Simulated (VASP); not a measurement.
# KF (Carobbiite) in VASP: notebook, part 2 of 2

VASP 6.6.1.

## (3) Single point, PBEsol (atoms moved at random)

Input file INCAR:

```
SYSTEM = KF
PREC     = Accurate       ! precision mode
ENCUT    = 520            ! plane-wave cutoff, eV
EDIFF    = 1E-7           ! SCF threshold, eV
ISMEAR   = -1             ! smearing method
SIGMA    = 0.05           ! smearing width, eV
LREAL    = .False.        ! projectors in reciprocal space
LASPH    = .True.         ! aspherical terms in the spheres
NELM     = 100            ! most SCF steps
ALGO     = Normal         ! electronic algorithm
ISIF     = 2              ! what is computed and relaxed
LWAVE    = .False.        ! write WAVECAR
LCHARG   = .False.        ! write CHGCAR
GGA      = PS             ! functional
NBANDS   = 15             ! bands
```

Input file KPOINTS:

```
Automatic mesh
0
Gamma
  9 9 9
  0 0 0
```

Input file POSCAR:

```
KF
1.0
    0.0000000000      2.6718500000      2.6718500000
    2.6718500000      0.0000000000      2.6718500000
    2.6718500000      2.6718500000      0.0000000000
K F
1 1
Direct
    0.0058160000     -0.0138380000      0.0045480000
    0.5005540000      0.4867360000      0.5172190000
```

Potentials or basis: VASP PAW PBE potentials, release 64 (K_sv, F).

The run is started by

```sh
$ cat potpaw_PBE.64/K_sv/POTCAR potpaw_PBE.64/F/POTCAR > POTCAR
$ mpirun -np 1 vasp_std > vasp.out
```

OUTCAR:

```text
SYSTEM = KF
   PREC = Accurate
   ENCUT = 520
   EDIFF = 1E-7
   ISMEAR = -1
   LREAL = .False.
   LASPH = .True.
   NELM = 100
   ISIF = 2
   GGA = PS

 ion  position               nearest neighbor table
   1  0.006  0.986  0.005-   2 2.64   2 2.65   2 2.66   2 2.68   2 2.69   2 2.71
   2  0.501  0.487  0.517-   1 2.64   1 2.65   1 2.66   1 2.68   1 2.69   1 2.71

  LATTYP: Found a face centered cubic cell.
 ALAT       =     5.3437000000

  Lattice vectors:

 A1 = (   0.0000000000,   2.6718500000,   2.6718500000)
 A2 = (   2.6718500000,   0.0000000000,   2.6718500000)
 A3 = (   2.6718500000,   2.6718500000,   0.0000000000)

Analysis of symmetry for initial positions (statically):
=====================================================================
 Subroutine PRICEL returns:
 Original cell was already a primitive cell.

 Routine SETGRP: Setting up the symmetry group for a
 face centered cubic supercell.

 Subroutine GETGRP returns: Found  1 space group operations
 (whereof  1 operations were pure point group operations)
 out of a pool of 48 trial point group operations.

The static configuration has the point symmetry C_1 .

Analysis of symmetry for dynamics (positions and initial velocities):
=====================================================================
 Subroutine PRICEL returns:
 Original cell was already a primitive cell.

 Routine SETGRP: Setting up the symmetry group for a
 face centered cubic supercell.

 Subroutine GETGRP returns: Found  1 space group operations
 (whereof  1 operations were pure point group operations)
 out of a pool of 48 trial point group operations.

The dynamic configuration has the point symmetry C_1 .

 Subroutine INISYM returns: Found  1 space group operations
 (whereof  1 operations are pure point group operations),
 and found     1 'primitive' translations

----------------------------------------------------------------------------------------

                                     Primitive cell

  volume of cell :      38.1475

  direct lattice vectors                    reciprocal lattice vectors
     0.000000000  2.671850000  2.671850000    -0.187136254  0.187136254  0.187136254
     2.671850000  0.000000000  2.671850000     0.187136254 -0.187136254  0.187136254
     2.671850000  2.671850000  0.000000000     0.187136254  0.187136254 -0.187136254

  length of vectors
     3.778566507  3.778566507  3.778566507     0.324129500  0.324129500  0.324129500

  position of ions in fractional coordinates (direct lattice)
     0.005816000  0.986162000  0.004548000
     0.500554000  0.486736000  0.517219000

  ion indices of the primitive-cell ions
   primitive index   ion index
                 1           1
                 2           2

----------------------------------------------------------------------------------------

 KPOINTS: Automatic mesh

Automatic generation of k-mesh.
 Grid dimensions read from file:
 generate k-points for:    9    9    9

 Generating k-lattice:

  Cartesian coordinates                     Fractional coordinates (reciprocal lattice)
    -0.020792917  0.020792917  0.020792917     0.111111111  0.000000000  0.000000000
     0.020792917 -0.020792917  0.020792917     0.000000000  0.111111111  0.000000000
     0.020792917  0.020792917 -0.020792917     0.000000000  0.000000000  0.111111111

  Length of vectors
     0.036014389  0.036014389  0.036014389

  Shift w.r.t. Gamma in fractional coordinates (k-lattice)
     0.000000000  0.000000000  0.000000000

 Subroutine IBZKPT returns following result:
 ===========================================

 Found    365 irreducible k-points:

 Following reciprocal coordinates:
            Coordinates               Weight
  0.000000  0.000000  0.000000      1.000000
  0.111111  0.000000  0.000000      2.000000
  0.000000  0.111111  0.000000      2.000000
  0.000000  0.000000  0.111111      2.000000
  0.111111  0.111111  0.111111      2.000000
  0.222222  0.000000  0.000000      2.000000
[... 16 lines left out ...]
  0.111111  0.000000  0.222222      2.000000
  0.111111  0.111111 -0.111111      2.000000
 [... further k-points ...]
   k-points           NKPTS =    365   k-points in BZ     NKDIM =    365   number of bands    NBANDS=     15
   number of dos      NEDOS =    301   number of ions     NIONS =      2
   total plane-waves  NPLWV =  21952
   dimension x,y,z NGX =    28 NGY =   28 NGZ =   28
   dimension x,y,z NGXF=    56 NGYF=   56 NGZF=   56
   ions per type =               1   1
   NGX,Y,Z   is equivalent  to a cutoff of  12.32, 12.32, 12.32 a.u.
   NGXF,Y,Z  is equivalent  to a cutoff of  24.64, 24.64, 24.64 a.u.
 SYSTEM =  KF
   PREC   = accura    normal or accurate (medium, high low for compatibility)
   ISTART =      0    job   : 0-new  1-cont  2-samecut
   ICHARG =      2    charge: 1-file 2-atom 10-const
   ISPIN  =      1    spin polarized calculation?
   LNONCOLLINEAR =      F non collinear calculations
   LSORBIT =      F    spin-orbit coupling
   LASPH  =      T    aspherical Exc in radial PAW
   ENCUT  =  520.0 eV  38.22 Ry    6.18 a.u.   7.03  7.03  7.03*2*pi/ulx,y,z
   NELM   =    100;   NELMIN=  2; NELMDL= -5     # of ELM steps
   EDIFF  = 0.1E-06   stopping-criterion for ELM
   LREAL  =      F    real-space projection
   EDIFFG = 0.1E-05   stopping-criterion for IOM
   NSW    =      0    number of steps for IOM
   IBRION =     -1    ionic relax: 0-MD 1-quasi-New 2-CG
   NFREE  =      0    steps in history (QN), initial steepest desc. (CG)
   ISIF   =      2    stress and relaxation
   ISYM   =      2    0-nonsym 1-usesym 2-fastsym
   POTIM  = 0.5000    time-step for ionic-motion
   TEBEG  =    0.0;   TEEND  =   0.0 temperature during run
   PSTRESS=    0.0 pullay stress
   NELECT =      16.0000    total number of electrons
   NUPDOWN=      -1.0000    fix difference up-down
   EMIN   =  10.00;   EMAX   =-10.00  energy-range for DOS
   EFERMI =   0.00;   METHOD = LEGACY
   ISMEAR =    -1;   SIGMA  =   0.05  broadening in eV -4-tet -1-fermi 0-gaus
   EFERMI_NEDOS =   21; number of points for ismear=-14 and -15
   IALGO  =     38    algorithm
   IMIX   =      4    mixing-type and parameters
     AMIX     =   0.40;   BMIX     =  1.00
     AMIX_MAG =   1.60;   BMIX_MAG =  1.00
  volume/ion in A,a.u.               =      19.07       128.72
  Fermi-wavevector in a.u.,A,eV,Ry     =   1.225442  2.315750 20.431978  1.501708
  Thomas-Fermi vector in A             =   2.360480
   LORBIT       =      0    0 simple, 1 ext, 2 COOP (PROOUT), +10 PAW based schemes
   GGA     = PS    functional components
   LHFCALC =     F    Hartree Fock is set to
   AEXX    =    0.0000 exact exchange contribution
   IVDW    =     0    specifies the selected vdW correction
   LEPSILON=     F    determine dielectric tensor
   LRPA    =     F    only Hartree local field effects (RPA)
 non-spin polarized calculation
  energy-cutoff  :      520.00
  volume of cell :       38.15
 maximum number of plane-waves:      1037
   NGX = 13   NGY = 13   NGZ = 13

 number of electron      16.0000000 magnetization

 Free energy of the ion-electron system (eV)
  ---------------------------------------------------
  ext. energy  EPLUGINS =         0.00000000
  ---------------------------------------------------
  free energy    TOTEN  =        -8.51833925 eV

  energy without entropy =       -8.51833925  energy(sigma->0) =       -8.51833925

 E-fermi :  -1.7053     XC(G=0):  -8.6082

 val. band max:       -2.9088040621   @ k =   0.0000   0.0000   0.0000
 cond. band min:       3.1220644653   @ k =   0.0000   0.0000   0.0000
 fundamental gap:      6.0308685274
 Fermi energy:        -1.7053262088

 k-point     1 :       0.0000    0.0000    0.0000
  band No.  band energies     occupation
      1     -28.8712      2.00000
      2     -21.4361      2.00000
      3     -12.1828      2.00000
      4     -12.1827      2.00000
      5     -12.1825      2.00000
      6      -2.9093      2.00000
      7      -2.9092      2.00000
      8      -2.9088      2.00000
      9       3.1221      0.00000
     10       7.7281      0.00000
     11       7.7302      0.00000
     12       7.7322      0.00000
     13       9.4033      0.00000
     14       9.4063      0.00000
     15      13.8080      0.00000
[... 397 lines left out ...]
 k-point    24 :       0.1111    0.1111   -0.1111
  band No.  band energies     occupation
      1     -28.8336      2.00000
      2     -21.4675      2.00000
      3     -12.2783      2.00000
      4     -12.2321      2.00000
      5     -12.2067      2.00000
      6      -3.3012      2.00000
      7      -3.0004      2.00000
      8      -2.9761      2.00000
      9       4.2505      0.00000
     10       6.9003      0.00000
     11       8.4184      0.00000
     12       8.4829      0.00000
     13       9.7556      0.00000
     14       9.7959      0.00000
     15      15.6780      0.00000

 [... further k-points ...]
[... 5 lines left out ...]
  --------------------------------------------------------------------------------------
  -------------------------------------------------------------------------------------
  Total       -0.1335699     -0.1441051     -0.1465743     -0.0016636      0.0006085      0.0013279
  in kB       -5.6098733     -6.0523477     -6.1560513     -0.0698699      0.0255572      0.0557695
  external PRESSURE =      -5.9394241 kB  Pullay stress =       0.0000000 kB

 VOLUME and BASIS-vectors are now :
 -----------------------------------------------------------------------------
  energy-cutoff  :      520.00
  volume of cell :       38.15
      direct lattice vectors                 reciprocal lattice vectors
     0.000000000  2.671850000  2.671850000    -0.187136254  0.187136254  0.187136254
     2.671850000  0.000000000  2.671850000     0.187136254 -0.187136254  0.187136254
     2.671850000  2.671850000  0.000000000     0.187136254  0.187136254 -0.187136254

 POSITION                                       TOTAL-FORCE (eV/Angst)
 -----------------------------------------------------------------------------------
      2.64703      0.02769      2.65042         0.050344      0.027993     -0.017681
      2.68242      2.71934      2.63789        -0.050344     -0.027993      0.017681
 -----------------------------------------------------------------------------------
    total drift:                                0.000009      0.000005      0.000040

  FREE ENERGIE OF THE ION-ELECTRON SYSTEM (eV)
  ---------------------------------------------------
  free  energy   TOTEN  =        -8.5183392517 eV

  energy  without entropy=       -8.5183392517  energy(sigma->0) =       -8.51833925
```

Run time: 2.5 min. Hardware: 1 thread of AMD EPYC 7R43 (Zen 3), shared host; peak memory 0.27 GiB.

What came out:

| Item | Value |
| --- | --- |
| Free energy | -8.5183 eV |
| Pressure | -0.6 GPa |
| Largest force | 0.060 eV/Å |
| Band gap on the k mesh | 6.03 eV, direct |

Forces on the atoms (eV/Å):
```
K    0.050  0.028 -0.018
F   -0.050 -0.028  0.018
```

Caveat: the cell differs from its parent crystal (atoms moved at random); the PAW data sets were made with another functional, which shifts forces and pressure a little. A k mesh can miss the band edges.
